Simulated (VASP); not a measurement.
# TePtSe3 (Pm-3m) in VASP: settings compared, part 2 of 2

VASP 6.6.1. The steps go on from the part before.

## Step 3: Single point, r2SCAN+rVV10

This run uses another cell than the first one, of 23.66 Å³/atom, 1.019 times its volume.

Input file POSCAR:

```
TePtSe3
1.0
    4.9092502402      0.0000000000      0.0000000000
    0.0000000000      4.9092502402      0.0000000000
    0.0000000000      0.0000000000      4.9092502402
Te Pt Se
1 1 3
Direct
    0.0000000000      0.0000000000      0.0000000000
    0.5000000000      0.5000000000      0.5000000000
    0.0000000000      0.5000000000      0.5000000000
    0.5000000000      0.0000000000      0.5000000000
    0.5000000000      0.5000000000      0.0000000000
```

Input file INCAR.step1:

```
  PREC = Accurate
  ENCUT = 520
  ISMEAR = -1
  SIGMA = 0.03
  LREAL = F
  LASPH = T
  NELM = 80
  NBANDS = 25
  GGA = PE
  ALGO = Normal
  EDIFF = 1E-4
  LWAVE = T
  LCHARG = F
```

Input file INCAR.step2:

```
  PREC = Accurate
  ENCUT = 520
  EDIFF = 1E-6
  ISMEAR = -1
  SIGMA = 0.03
  LREAL = F
  LASPH = T
  NELM = 80
  ALGO = Normal
  ISIF = 2
  LWAVE = F
  LCHARG = T
  METAGGA = R2SCAN
  LMIXTAU = T
  LUSE_VDW = T
  IVDW_NL = 2
  BPARAM = 11.95
  CPARAM = 0.0093
  LELF = T
  LVHAR = T
  NBANDS = 25
  ISTART = 1
```

Input file KPOINTS:

```
Automatic mesh
0
Gamma
  6 6 6
```

Potentials or basis: VASP PAW PBE potentials, release 64 (Te, Pt, Se).

Launch:

```bash
cat potpaw_PBE.64/Te/POTCAR potpaw_PBE.64/Pt/POTCAR potpaw_PBE.64/Se/POTCAR > POTCAR
cp INCAR.step1 INCAR
mpirun -np 1 vasp_std > vasp.out
cp INCAR.step2 INCAR
mpirun -np 1 vasp_std > vasp.out
```

Run time: 3.3 min. Hardware: 1 thread of AMD EPYC 9R45 (Zen 5), shared host; peak memory 0.5 GiB.

The run converged. Its results:

```
Free energy            : -117.0727 eV
Pressure               : 0.3 GPa
Band gap on the k mesh : zero (band 17 reaches 7.07 eV, above the bottom of band 18 at 3.78 eV)
```

Levels at points of the mesh, in eV from the Fermi level:
```tsv
k point	band 15	band 16	band 17	band 18	band 19	band 20
(0.00, 0.00, 0.00)	-1.63	-1.21	-1.21	-1.21	1.56	1.56
(0.50, 0.00, 0.00)	-1.75	-1.68	-0.79	-0.79	-0.02	0.95
(0.50, 0.50, 0.00)	-0.77	-0.43	-0.43	0.35	1.01	1.01
(0.50, 0.50, 0.50)	0.40	0.40	2.08	2.08	2.08	4.89
```

Caveat: the PAW data sets were made with another functional, which shifts forces and pressure a little; spin-orbit coupling is left out, which moves the levels of the heavy elements.

## Step 4: Relaxation of cell and atoms, PBEsol

This run uses another cell than the first one, of 27.65 Å³/atom, 1.191 times its volume.

Input file INCAR:

```
SYSTEM = TePtSe3
PREC = Accurate
ENCUT = 600
EDIFF = 1E-6
ISMEAR = -1
SIGMA = 0.03
LREAL = .False.
LASPH = .True.
NELM = 100
ALGO = Normal
ISIF = 3
LWAVE = .False.
LCHARG = .False.
GGA = PS
IBRION = 2
NSW = 100
EDIFFG = -0.01
```

Input file KPOINTS:

```
regular mesh
0
Gamma
  4 4 4
  0 0 0
```

POSCAR, as its differences from that of step 3:

```diff
@@ -2,5 +2,5 @@
 1.0
-    4.9092502402      0.0000000000      0.0000000000
-    0.0000000000      4.9092502402      0.0000000000
-    0.0000000000      0.0000000000      4.9092502402
+    5.1708856400      0.0000000000      0.0000000000
+    0.0000000000      5.1708856400      0.0000000000
+    0.0000000000      0.0000000000      5.1708856400
 Te Pt Se
```

Launch:

```bash
cat potpaw_PBE.64/Te/POTCAR potpaw_PBE.64/Pt/POTCAR potpaw_PBE.64/Se/POTCAR > POTCAR
mpirun -np 1 vasp_std > vasp.out
```

Run time: 96 s. Hardware: 1 thread of AMD EPYC 9R45 (Zen 5), shared host; peak memory 0.27 GiB.

It converged, with:

* Free energy: -20.5759 eV
* Relaxed volume: 23.24 Å³/atom
* Relaxed cell: a = 4.880 Å, b = 4.880 Å, c = 4.880 Å, α = 90.00°, β = 90.00°, γ = 90.00°
* Space group after relaxing (to 0.05 Å): Pm-3m (No. 221)
* Energy gained by relaxing: 163.4 meV/atom
* Ionic steps: 6
* Pressure after relaxing: 0.0 GPa
* Band gap on the k mesh: zero (band 17 reaches 7.37 eV, above the bottom of band 18 at 4.16 eV)

The path:
| step | energy change (eV) | largest force (eV/Å) | pressure (GPa) | volume (Å³) |
| --- | --- | --- | --- | --- |
| 1 | 0.0000 | 0.0000 | -10.08 | 138.26 |
| 2 | -0.5474 | 0.0000 | 9.69 | 106.28 |
| 3 | -0.8168 | 0.0000 | -0.09 | 116.32 |
| 4 | -0.8166 | 0.0000 | 0.20 | 115.91 |
| 5 | -0.8168 | 0.0000 | -0.10 | 116.36 |
| 6 | -0.8168 | 0.0000 | 0.00 | 116.21 |

Final structure:
```cif
data_structure
_symmetry_space_group_name_H-M 'P 1'
_symmetry_Int_Tables_number 1
_cell_length_a 4.8800
_cell_length_b 4.8800
_cell_length_c 4.8800
_cell_angle_alpha 90.000
_cell_angle_beta 90.000
_cell_angle_gamma 90.000
_cell_volume 116.21
loop_
_atom_site_label
_atom_site_type_symbol
_atom_site_fract_x
_atom_site_fract_y
_atom_site_fract_z
_atom_site_occupancy
Te1 Te 0.00000 0.00000 0.00000 1
Pt1 Pt 0.50000 0.50000 0.50000 1
Se1 Se 0.00000 0.50000 0.50000 1
Se2 Se 0.50000 0.00000 0.50000 1
Se3 Se 0.50000 0.50000 0.00000 1
```

Levels at points of the mesh, in eV from the Fermi level:
| k point | band 14 | band 15 | band 16 | band 17 | band 18 | band 19 | band 20 | band 21 |
| --- | --- | --- | --- | --- | --- | --- | --- | --- |
| (0.00, 0.00, 0.00) | -1.45 | -1.45 | -1.04 | -1.04 | -1.04 | 1.66 | 1.66 | 1.66 |
| (0.50, 0.00, 0.00) | -1.62 | -1.59 | -1.59 | -0.62 | -0.62 | -0.01 | 1.07 | 1.07 |
| (0.50, 0.50, 0.00) | -1.35 | -0.63 | -0.24 | -0.24 | 0.55 | 1.11 | 1.11 | 4.86 |
| (0.50, 0.50, 0.50) | 0.60 | 0.60 | 0.60 | 2.17 | 2.17 | 2.17 | 4.93 | 4.93 |

Caveat: the volume moved by over 15 % at a fixed basis, so the end points are rough; the PAW data sets were made with another functional, which shifts forces and pressure a little; spin-orbit coupling is left out, which moves the levels of the heavy elements.

## Step 5: Relaxation of cell and atoms, r2SCAN+rVV10

POSCAR, as its differences from that of step 4:

```diff
@@ -2,5 +2,5 @@
 1.0
-    5.1708856400      0.0000000000      0.0000000000
-    0.0000000000      5.1708856400      0.0000000000
-    0.0000000000      0.0000000000      5.1708856400
+    4.8782289415      0.0000000000      0.0000000000
+    0.0000000000      4.8782289415      0.0000000000
+    0.0000000000      0.0000000000      4.8782289415
 Te Pt Se
```

Input file INCAR.step1:

```
SYSTEM = TePtSe3
PREC     = Accurate       ! precision mode
ENCUT    = 600            ! plane-wave cutoff, eV
ISMEAR   = -1             ! smearing method
SIGMA    = 0.03           ! smearing width, eV
LREAL    = .FALSE.        ! projectors in reciprocal space
LASPH    = .TRUE.         ! aspherical terms in the spheres
NELM     = 60             ! most SCF steps
GGA      = PE             ! functional
ALGO     = Normal         ! electronic algorithm
EDIFF    = 1E-4           ! SCF threshold, eV
LWAVE    = .TRUE.         ! write WAVECAR
LCHARG   = .FALSE.        ! write CHGCAR
```

Input file INCAR.step2:

```
SYSTEM = TePtSe3
PREC     = Accurate       ! precision mode
ENCUT    = 600            ! plane-wave cutoff, eV
EDIFF    = 1E-7           ! SCF threshold, eV
ISMEAR   = -1             ! smearing method
SIGMA    = 0.03           ! smearing width, eV
LREAL    = .FALSE.        ! projectors in reciprocal space
LASPH    = .TRUE.         ! aspherical terms in the spheres
NELM     = 60             ! most SCF steps
ALGO     = Normal         ! electronic algorithm
ISIF     = 3              ! what is computed and relaxed
LWAVE    = .FALSE.        ! write WAVECAR
LCHARG   = .FALSE.        ! write CHGCAR
METAGGA  = R2SCAN         ! meta-GGA
LMIXTAU  = .TRUE.       
LUSE_VDW = .TRUE.       
IVDW_NL  = 2            
BPARAM   = 11.95        
CPARAM   = 0.0093       
IBRION   = 2              ! ionic algorithm
NSW      = 100            ! ionic steps
EDIFFG   = -0.01          ! ionic threshold
ISTART   = 1
```

Input file KPOINTS:

```
Automatic mesh
0
G
  6 6 6
  0 0 0
```

Launch:

```bash
cat potpaw_PBE.64/Te/POTCAR potpaw_PBE.64/Pt/POTCAR potpaw_PBE.64/Se/POTCAR > POTCAR
cp INCAR.step1 INCAR
mpirun -np 1 vasp_std > vasp.out
cp INCAR.step2 INCAR
mpirun -np 1 vasp_std > vasp.out
```

Run time: 8.9 min. Hardware: 1 thread of AMD EPYC 9R45 (Zen 5), shared host; peak memory 0.51 GiB.

The run converged. Its results:

- Free energy: -117.0745 eV
- Relaxed volume: 23.75 Å³/atom
- Relaxed cell: a = 4.916 Å, b = 4.916 Å, c = 4.916 Å, α = 90.00°, β = 90.00°, γ = 90.00°
- Space group after relaxing (to 0.05 Å): Pm-3m (No. 221)
- Energy gained by relaxing: 3.3 meV/atom
- Ionic steps: 3
- Pressure after relaxing: 0.0 GPa
- Band gap on the k mesh: zero (band 17 reaches 7.01 eV, above the bottom of band 18 at 3.74 eV)

Step by step:
| step | energy change (eV) | largest force (eV/Å) | pressure (GPa) | volume (Å³) |
| --- | --- | --- | --- | --- |
| 1 | 0.0000 | 0.0000 | 2.01 | 116.09 |
| 2 | -0.0053 | 0.0000 | -1.53 | 121.06 |
| 3 | -0.0164 | 0.0000 | 0.01 | 118.77 |

Final structure:
```yaml
crystal:
  lattice:
    - [4.91552, 0.00000, 0.00000]
    - [0.00000, 4.91552, 0.00000]
    - [0.00000, 0.00000, 4.91552]
  atoms:
    - { symbol: Te, position: [0.00000, 0.00000, 0.00000] }
    - { symbol: Pt, position: [0.50000, 0.50000, 0.50000] }
    - { symbol: Se, position: [0.00000, 0.50000, 0.50000] }
    - { symbol: Se, position: [0.50000, 0.00000, 0.50000] }
    - { symbol: Se, position: [0.50000, 0.50000, 0.00000] }
```

Levels at points of the mesh, in eV from the Fermi level:
```tsv
k point	band 14	band 15	band 16	band 17	band 18	band 19	band 20	band 21
(0.00, 0.00, 0.00)	-1.63	-1.63	-1.20	-1.20	-1.20	1.55	1.55	1.55
(0.50, 0.00, 0.00)	-1.76	-1.74	-1.67	-0.79	-0.79	-0.03	0.94	0.94
(0.50, 0.50, 0.00)	-1.41	-0.77	-0.42	-0.42	0.35	1.00	1.00	4.80
(0.50, 0.50, 0.50)	0.40	0.40	0.40	2.06	2.06	2.06	4.86	4.86
```

Caveat: the PAW data sets were made with another functional, which shifts forces and pressure a little; spin-orbit coupling is left out, which moves the levels of the heavy elements.

## Step 6: The runs side by side

| task | level | cell | k mesh | cutoff (eV) | gap on the mesh (eV) | pressure (GPa) | relaxed volume (Å³/atom) |
| --- | --- | --- | --- | --- | --- | --- | --- |
| single point | PBEsol | a = 4.878 Å, 5 atoms | 4 × 4 × 4 | 520 | none | 0.1 | - |
| single point | r2SCAN+rVV10 | a = 4.909 Å, 5 atoms | 6 × 6 × 6 | 520 | none | 0.3 | - |
| relaxation of cell and atoms | PBEsol | relaxed from a = 5.171 Å, 5 atoms | 4 × 4 × 4 | 600 | none | 0.0 | 23.24 |
| relaxation of cell and atoms | r2SCAN+rVV10 | relaxed from a = 4.878 Å, 5 atoms | 6 × 6 × 6 | 600 | none | 0.0 | 23.75 |

Alike in all rows: potentials or basis VASP PAW PBE potentials, release 64 (Te, Pt, Se); no spin polarisation; smearing fermi-dirac 0.03 eV.

Caveats: the PAW data sets were made with another functional, which shifts forces and pressure a little; spin-orbit coupling is left out, which moves the levels of the heavy elements; the volume moved by over 15 % at a fixed basis, so the end points are rough (some runs).

Absolute energies hang on the potentials; compare differences alone.
